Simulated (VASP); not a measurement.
# HgS in VASP: single point with PBEsol

Aim: the single point of HgS with PBEsol.

Program: VASP 6.6.1. These are calculated values, not measurements. Logs are shortened: lines on timing, memory, paths and dates and some standing lists are left out, and cuts for length are marked.

**1. The cell of the first run**

The cell holds a slab with vacuum, 12 atoms: a = 4.142 Å, b = 5.858 Å, c = 30.356 Å, α = 90.00°, β = 90.00°, γ = 90.00°.

**2. Single point, PBEsol**

File INCAR:

```
PREC = Accurate ; ENCUT = 520
EDIFF = 1E-6 ; ISMEAR = 0
SIGMA = 0.05 ; LREAL = False
LASPH = True ; NELM = 100
ALGO = Normal ; ISIF = 2
LWAVE = False ; LCHARG = False
LDIPOL = True ; IDIPOL = 3
DIPOL = 0.5 0.5 0.500 ; GGA = PS
NBANDS = 66
```

File KPOINTS:

```
Automatic mesh
0
Gamma
  6 5 1
```

File POSCAR:

```
HgS
1.0
    4.1422315200      0.0000000000      0.0000000000
    0.0000000000      5.8580000000      0.0000000000
    0.0000000000      0.0000000000     30.3555787433
Hg S
6 6
Direct
    0.5000000000      0.5000000000      0.3294287381
    0.0000000000      0.0000000000      0.3976572466
    0.5000000000      0.5000000000      0.4658857458
    0.0000000000     -0.0082466826      0.5321684984
    0.5000000000      0.5046685229      0.6089043635
    0.0000000000     -0.0620747387      0.6544221982
    0.0000000000      0.2500000000      0.3294287381
    0.5000000000      0.7500000000      0.3976572466
    0.0000000000      0.2500000000      0.4658857458
    0.5000000000      0.7428058628      0.5357213234
    0.0000000000      0.2555792413      0.6006341357
    0.5000000000      0.7436966133      0.6774110991
```

Potentials or basis: VASP PAW PBE potentials, release 64 (Hg, S).

Started as:

```sh
cat potpaw_PBE.64/Hg/POTCAR potpaw_PBE.64/S/POTCAR > POTCAR
mpirun -np 1 vasp_std > vasp.out
```

OUTCAR:

```text
PREC = Accurate
   ENCUT = 520
   EDIFF = 1E-6
   ISMEAR = 0
   LREAL = False
   LASPH = True
   NELM = 100
   ISIF = 2
   GGA = PS

 ion  position               nearest neighbor table
   1  0.500  0.500  0.329-   7 2.54   7 2.54   8 2.54
   2  0.000  0.000  0.398-   9 2.54   8 2.54   8 2.54   7 2.54
   3  0.500  0.500  0.466-   8 2.54   9 2.54   9 2.54  10 2.55
   4  0.000  0.992  0.532-   9 2.52  10 2.54  10 2.54  11 2.59   6 3.72
   5  0.500  0.505  0.609-  12 2.51  11 2.55  11 2.55  10 2.62   6 3.56   6 3.56
   6  0.000  0.938  0.654-  12 2.46  12 2.46  11 2.48   5 3.56   5 3.56   4 3.72
   7  0.000  0.250  0.329-   1 2.54   1 2.54   2 2.54
   8  0.500  0.750  0.398-   3 2.54   2 2.54   2 2.54   1 2.54
   9  0.000  0.250  0.466-   4 2.52   2 2.54   3 2.54   3 2.54
  10  0.500  0.743  0.536-   4 2.54   4 2.54   3 2.55   5 2.62
  11  0.000  0.256  0.601-   6 2.48   5 2.55   5 2.55   4 2.59
  12  0.500  0.744  0.677-   6 2.46   6 2.46   5 2.51

  LATTYP: Found a simple orthorhombic cell.
 ALAT       =     4.1422315200
 B/A-ratio  =     1.4142135638
 C/A-ratio  =     7.3283153288

  Lattice vectors:

 A1 = (   4.1422315200,   0.0000000000,   0.0000000000)
 A2 = (   0.0000000000,   5.8580000000,   0.0000000000)
 A3 = (   0.0000000000,   0.0000000000,  30.3555787433)

Analysis of symmetry for initial positions (statically):
=====================================================================
 Subroutine PRICEL returns:
 Original cell was already a primitive cell.

 Routine SETGRP: Setting up the symmetry group for a
 simple orthorhombic supercell.

 Subroutine GETGRP returns: Found  2 space group operations
 (whereof  2 operations were pure point group operations)
 out of a pool of  8 trial point group operations.

The static configuration has the point symmetry C_1h.

Analysis of symmetry for dynamics (positions and initial velocities):
=====================================================================
 Subroutine PRICEL returns:
 Original cell was already a primitive cell.

 Routine SETGRP: Setting up the symmetry group for a
 simple orthorhombic supercell.

 Subroutine GETGRP returns: Found  2 space group operations
 (whereof  2 operations were pure point group operations)
 out of a pool of  8 trial point group operations.

The dynamic configuration has the point symmetry C_1h.

 Subroutine INISYM returns: Found  2 space group operations
 (whereof  2 operations are pure point group operations),
 and found     1 'primitive' translations

----------------------------------------------------------------------------------------

                                     Primitive cell

  volume of cell :     736.5840

  direct lattice vectors                    reciprocal lattice vectors
     4.142231520  0.000000000  0.000000000     0.241415767  0.000000000  0.000000000
     0.000000000  5.858000000  0.000000000     0.000000000  0.170706726  0.000000000
     0.000000000  0.000000000 30.355578743     0.000000000  0.000000000  0.032942874

  length of vectors
     4.142231520  5.858000000 30.355578743     0.241415767  0.170706726  0.032942874

  position of ions in fractional coordinates (direct lattice)
     0.500000000  0.500000000  0.329428738
     0.000000000  0.000000000  0.397657247
     0.500000000  0.500000000  0.465885746
     0.000000000  0.991753317  0.532168498
     0.500000000  0.504668523  0.608904364
     0.000000000  0.937925261  0.654422198
     0.000000000  0.250000000  0.329428738
     0.500000000  0.750000000  0.397657247
     0.000000000  0.250000000  0.465885746
     0.500000000  0.742805863  0.535721323
     0.000000000  0.255579241  0.600634136
     0.500000000  0.743696613  0.677411099

  ion indices of the primitive-cell ions
   primitive index   ion index
                 1           1
                 2           2
                 3           3
                 4           4
                 5           5
                 6           6
                 7           7
                 8           8
                 9           9
                10          10
                11          11
                12          12

----------------------------------------------------------------------------------------

 KPOINTS: Automatic mesh

Automatic generation of k-mesh.
 Grid dimensions read from file:
 generate k-points for:    6    5    1

 Generating k-lattice:

  Cartesian coordinates                     Fractional coordinates (reciprocal lattice)
     0.040235961  0.000000000  0.000000000     0.166666667  0.000000000  0.000000000
     0.000000000  0.034141345  0.000000000     0.000000000  0.200000000  0.000000000
     0.000000000  0.000000000  0.032942874     0.000000000  0.000000000  1.000000000

  Length of vectors
     0.040235961  0.034141345  0.032942874

  Shift w.r.t. Gamma in fractional coordinates (k-lattice)
     0.000000000  0.000000000  0.000000000

 Subroutine IBZKPT returns following result:
 ===========================================

 Found     12 irreducible k-points:

 Following reciprocal coordinates:
            Coordinates               Weight
  0.000000  0.000000  0.000000      1.000000
  0.166667  0.000000  0.000000      2.000000
  0.333333  0.000000  0.000000      2.000000
  0.500000  0.000000  0.000000      1.000000
  0.000000  0.200000  0.000000      2.000000
  0.166667  0.200000  0.000000      4.000000
  0.333333  0.200000  0.000000      4.000000
  0.500000  0.200000  0.000000      2.000000
  0.000000  0.400000  0.000000      2.000000
  0.166667  0.400000  0.000000      4.000000
  0.333333  0.400000  0.000000      4.000000
  0.500000  0.400000  0.000000      2.000000
   k-points           NKPTS =     12   k-points in BZ     NKDIM =     12   number of bands    NBANDS=     66
   number of dos      NEDOS =    301   number of ions     NIONS =     12
   total plane-waves  NPLWV = 368640
   dimension x,y,z NGX =    32 NGY =   48 NGZ =  240
   dimension x,y,z NGXF=    64 NGYF=   96 NGZF=  480
   ions per type =               6   6
   NGX,Y,Z   is equivalent  to a cutoff of  12.84, 13.62, 13.14 a.u.
   NGXF,Y,Z  is equivalent  to a cutoff of  25.69, 27.24, 26.29 a.u.
 SYSTEM =  unknown system
   PREC   = accura    normal or accurate (medium, high low for compatibility)
   ISTART =      0    job   : 0-new  1-cont  2-samecut
   ICHARG =      2    charge: 1-file 2-atom 10-const
   ISPIN  =      1    spin polarized calculation?
   LNONCOLLINEAR =      F non collinear calculations
   LSORBIT =      F    spin-orbit coupling
   LASPH  =      T    aspherical Exc in radial PAW
   ENCUT  =  520.0 eV  38.22 Ry    6.18 a.u.   7.70 10.89 56.44*2*pi/ulx,y,z
   NELM   =    100;   NELMIN=  2; NELMDL= -5     # of ELM steps
   EDIFF  = 0.1E-05   stopping-criterion for ELM
   LREAL  =      F    real-space projection
   EDIFFG = 0.1E-04   stopping-criterion for IOM
   NSW    =      0    number of steps for IOM
   IBRION =     -1    ionic relax: 0-MD 1-quasi-New 2-CG
   NFREE  =      0    steps in history (QN), initial steepest desc. (CG)
   ISIF   =      2    stress and relaxation
   ISYM   =      2    0-nonsym 1-usesym 2-fastsym
   POTIM  = 0.5000    time-step for ionic-motion
   TEBEG  =    0.0;   TEEND  =   0.0 temperature during run
   PSTRESS=    0.0 pullay stress
   NELECT =     108.0000    total number of electrons
   NUPDOWN=      -1.0000    fix difference up-down
   EMIN   =  10.00;   EMAX   =-10.00  energy-range for DOS
   EFERMI =   0.00;   METHOD = LEGACY
   ISMEAR =     0;   SIGMA  =   0.05  broadening in eV -4-tet -1-fermi 0-gaus
   EFERMI_NEDOS =   21; number of points for ismear=-14 and -15
   IALGO  =     38    algorithm
   IMIX   =      4    mixing-type and parameters
     AMIX     =   0.40;   BMIX     =  1.00
     AMIX_MAG =   1.60;   BMIX_MAG =  1.00
  volume/ion in A,a.u.               =      61.38       414.23
  Fermi-wavevector in a.u.,A,eV,Ry     =   0.863261  1.631326 10.139322  0.745219
  Thomas-Fermi vector in A             =   1.981184
   LORBIT       =      0    0 simple, 1 ext, 2 COOP (PROOUT), +10 PAW based schemes
   GGA     = PS    functional components
   LHFCALC =     F    Hartree Fock is set to
   AEXX    =    0.0000 exact exchange contribution
   IVDW    =     0    specifies the selected vdW correction
   LEPSILON=     F    determine dielectric tensor
   LRPA    =     F    only Hartree local field effects (RPA)
 non-spin polarized calculation
 Gauss-broadening in eV      SIGMA  =   0.05
  energy-cutoff  :      520.00
  volume of cell :      736.58
 maximum number of plane-waves:     19874
 NGX is ok and might be reduce to    32
   NGX = 15   NGY = 21   NGZ =113

 number of electron     107.9999992 magnetization

 dipolmoment           0.000000      0.000000      0.029987 electrons x Angstroem

 Free energy of the ion-electron system (eV)
  ---------------------------------------------------
  ext. energy  EPLUGINS =         0.00000000
  ---------------------------------------------------
  free energy    TOTEN  =       -30.43411862 eV

  energy without entropy =      -30.43411218  energy(sigma->0) =      -30.43411540

 E-fermi :  -2.2453     XC(G=0):  -4.2842

 val. band max:       -2.3644115145   @ k =   0.0000   0.0000   0.0000
 cond. band min:      -2.1261347846   @ k =   0.0000   0.0000   0.0000
 fundamental gap:      0.2382767299
 Fermi energy:        -2.2452731594

 k-point     1 :       0.0000    0.0000    0.0000
  band No.  band energies     occupation
      1     -15.5299      2.00000
      2     -15.3610      2.00000
      3     -15.0788      2.00000
      4     -14.8840      2.00000
      5     -14.8093      2.00000
      6     -14.3997      2.00000
[... 817 lines left out ...]
     65       3.5283      0.00000
     66       3.6153      0.00000

------------------------ aborting loop because EDIFF is reached ----------------------------------------

 vacuum level on the upper side and lower side of the slab       (xc-potential included)         0.044        -0.226

  FORCE on cell =-STRESS in cart. coord.  units (eV):
  Direction    XX          YY          ZZ          XY          YZ          ZX
  --------------------------------------------------------------------------------------
  -------------------------------------------------------------------------------------
  Total       -0.1984172     -0.1957926      0.6157559      0.0000000      0.9908440      0.0000000
  in kB       -0.4315863     -0.4258773      1.3393587      0.0000000      2.1552300      0.0000000
  external PRESSURE =       0.1606317 kB  Pullay stress =       0.0000000 kB

 VOLUME and BASIS-vectors are now :
 -----------------------------------------------------------------------------
  energy-cutoff  :      520.00
  volume of cell :      736.58
      direct lattice vectors                 reciprocal lattice vectors
     4.142231520  0.000000000  0.000000000     0.241415767  0.000000000  0.000000000
     0.000000000  5.858000000  0.000000000     0.000000000  0.170706726  0.000000000
     0.000000000  0.000000000 30.355578743     0.000000000  0.000000000  0.032942874

 POSITION                                       TOTAL-FORCE (eV/Angst)
 -----------------------------------------------------------------------------------
      2.07112      2.92900     10.00000         0.000000     -1.066423      0.777765
      0.00000      0.00000     12.07112         0.000000      0.175200     -0.146841
      2.07112      2.92900     14.14223         0.000000     -0.055478      0.137236
      0.00000      5.80969     16.15428         0.000000     -0.006212      0.011833
      2.07112      2.95635     18.48364         0.000000     -0.000527      0.006065
      0.00000      5.49437     19.86536         0.000000      0.006774      0.011634
      0.00000      1.46450     10.00000         0.000000      0.541252     -0.707434
      2.07112      4.39350     12.07112         0.000000      0.354783     -0.177968
      0.00000      1.46450     14.14223         0.000000      0.067964      0.052317
      2.07112      4.35136     16.26213         0.000000     -0.006979      0.002630
      0.00000      1.49718     18.23260         0.000000      0.012947     -0.017644
      2.07112      4.35657     20.56321         0.000000     -0.023301      0.050407
 -----------------------------------------------------------------------------------
    total drift:                                0.000000     -0.000249      0.000080

  FREE ENERGIE OF THE ION-ELECTRON SYSTEM (eV)
  ---------------------------------------------------
  free  energy   TOTEN  =       -30.4341186174 eV

  energy  without entropy=      -30.4341121822  energy(sigma->0) =      -30.43411540

 vacuum level on the upper side and lower side of the slab         3.097         2.792
```

Run time: 13 min. Hardware: 1 thread of Intel Xeon Platinum 8559C (Emerald Rapids), shared host; peak memory 0.99 GiB.

Results:

| Quantity | Value |
| --- | --- |
| Free energy | -30.4341 eV |
| Largest force | 1.320 eV/Å |
| Band gap on the k mesh | 0.24 eV |

Forces in eV/Å, atoms in the order of the input:
```
Hg   0.000 -1.066  0.778
Hg   0.000  0.175 -0.147
Hg   0.000 -0.055  0.137
Hg   0.000 -0.006  0.012
Hg   0.000 -0.001  0.006
Hg   0.000  0.007  0.012
S    0.000  0.541 -0.707
S    0.000  0.355 -0.178
S    0.000  0.068  0.052
S    0.000 -0.007  0.003
S    0.000  0.013 -0.018
S    0.000 -0.023  0.050
```

Levels at points of the mesh, in eV from the valence-band top:
| k point | band 51 | band 52 | band 53 | band 54 | band 55 | band 56 | band 57 | band 58 |
| --- | --- | --- | --- | --- | --- | --- | --- | --- |
| (0.00, 0.00, 0.00) | -0.42 | -0.26 | -0.14 | 0.00 | 0.24 | 1.12 | 1.94 | 2.62 |
| (0.50, 0.00, 0.00) | -1.78 | -1.46 | -1.25 | -0.76 | 1.84 | 2.65 | 2.94 | 3.06 |

Caveat: the PAW data sets were made with another functional, which shifts forces and pressure a little; spin-orbit coupling is left out, which moves the levels of the heavy elements.
